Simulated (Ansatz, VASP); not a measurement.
# C in VASP and in Ansatz

```
C
1.0
     0.00000    1.78342    1.78342
     1.78342    0.00000    1.78342
     1.78342    1.78342    0.00000
C
2
Direct
  0.50000 0.50000 0.50000
  0.75000 0.75000 0.75000
```

Alike in both runs: task single point; functional r2SCAN; k mesh 6 × 6 × 6; occupations fermi-dirac, width 0.05 eV; no spin polarisation.

|  | VASP | Ansatz |
| --- | --- | --- |
| version | VASP 6.6.1 | Ansatz 0.2.0 |
| potentials or method | VASP PAW PBE potentials, release 64 (C), cutoff 660 eV | PAW, plane waves, scalar-relativistic |
| valence electrons in the cell | 8 | 8 |

|  | VASP | Ansatz | Ansatz less VASP |
| --- | --- | --- | --- |
| pressure (GPa) | -2.3 | -2.4 | -0.12 |

VASP's potentials were made for PBE, not for r2SCAN. The functional is the same, so the differences come from potentials, cutoffs and numerics.

The k mesh is coarse, so the values compare programs but aren't converged.
